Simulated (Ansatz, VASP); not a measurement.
## Nb: VASP beside Ansatz

```xyz
1
Lattice="-1.6419 1.6419 1.6419 1.6419 -1.6419 1.6419 1.6419 1.6419 -1.6419" Properties=species:S:1:pos:R:3 pbc="T T T"
Nb    0.0000    0.0000    0.0000
```

Alike in both runs: task single point; functional RPBE; k mesh 22 × 22 × 22; occupations fermi-dirac, width 0.1 eV; no spin polarisation.

|  | VASP | Ansatz |
| --- | --- | --- |
| version | VASP 6.6.1 | Ansatz 0.2.0 |
| potentials or method | VASP PAW PBE potentials, release 64 (Nb_sv), cutoff 520 eV | plane waves (420 eV) with PAW, scalar-relativistic |
| valence electrons in the cell | 13 | 13 |

|  | VASP | Ansatz | Ansatz less VASP |
| --- | --- | --- | --- |
| pressure (GPa) | 7.1 | 7.5 | +0.36 |

VASP's potentials were made for PBE, not for RPBE. With one functional, cell and mesh, what is left measures potentials, basis and numerics.
